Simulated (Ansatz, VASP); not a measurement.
# One calculation of Pd, two programs

```
Pd
1.0
     2.84748    0.00000    0.00000
    -1.42374    2.46599    0.00000
     0.00000    0.00000    9.38371
Pd
4
Cartesian
  0.0000 0.0000 0.0000
  0.0000 0.0000 4.6919
  0.0000 1.6440 2.3459
  1.4237 0.8220 7.0378
```

Alike in both runs: task single point; functional RPBE; k mesh 14 × 14 × 4; occupations fermi-dirac, width 0.1 eV; no spin polarisation.

|  | VASP | Ansatz |
| --- | --- | --- |
| version | VASP 6.6.1 | Ansatz 0.2.0 |
| potentials or method | VASP PAW PBE potentials, release 64 (Pd), cutoff 520 eV | plane waves (420 eV) with PAW, scalar-relativistic |
| valence electrons in the cell | 40 | 72 |

```csv
,VASP,Ansatz,Ansatz less VASP
pressure (GPa),-5.3,-5.1,+0.17
"traceless stress, the component that is largest in VASP (GPa)",-0.30,-0.29,+0.003
```

VASP's potentials were made for PBE, not for RPBE. The functional is the same, so the differences come from potentials, cutoffs and numerics. VASP's potentials hold 40 valence electrons a cell and Ansatz's 72, so a difference there can come from the potentials and not from the codes.
